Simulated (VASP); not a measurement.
CuO, 8 atoms in the cell. It takes space group C2/c (No. 15, monoclinic). The conventional cell has a = 4.653 Å, b = 3.410 Å, c = 5.108 Å, α = 90.00°, β = 99.48°, γ = 90.00°. Cu (site symmetry -1) has 4 O at 1.95 Å within 2.6 Å. Within 2.6 Å of Cu (site symmetry -1) lie 4 O at 1.95 Å. Within 2.9 Å of O (site symmetry 2) lie 6 Cu at 1.95 to 2.77 Å and 6 O at 2.62 to 2.88 Å. 

```yaml
Program: VASP 6.6.1
Task: single point
Functional: PBE
Potentials_or_basis: VASP PAW PBE potentials, release 64 (Cu, O)
Cutoff: 520 eV
k_mesh: 4 × 7 × 4
Occupations: gaussian, width 0.02 eV
Spin: collinear spin
Starting_moments: "[1.0, 1.0, 1.0, 1.0, 0.0, 0.0, 0.0, 0.0] μB"
Hubbard_terms: Cu d U = 4.0 eV
Dipole_correction: no
Further_INCAR_settings: ALGO = Normal; EDIFF = 1e-06; NBANDS = 48
```

Potentials or basis: VASP PAW PBE potentials, release 64 (Cu, O).

Command:

```sh
$ cat potpaw_PBE.64/Cu/POTCAR potpaw_PBE.64/O/POTCAR > POTCAR
$ mpirun -np 1 vasp_std > vasp.out
```

Hardware: 1 thread of Oxide Virtual Turin-like Processor (shared host).

Problem. Estimate the wall time of this run.

Solution. Wall time 11 min on 1 thread of Oxide Virtual Turin-like Processor (shared host), peak memory 0.4 GiB. Counts: scf iterations 18, k points 58.
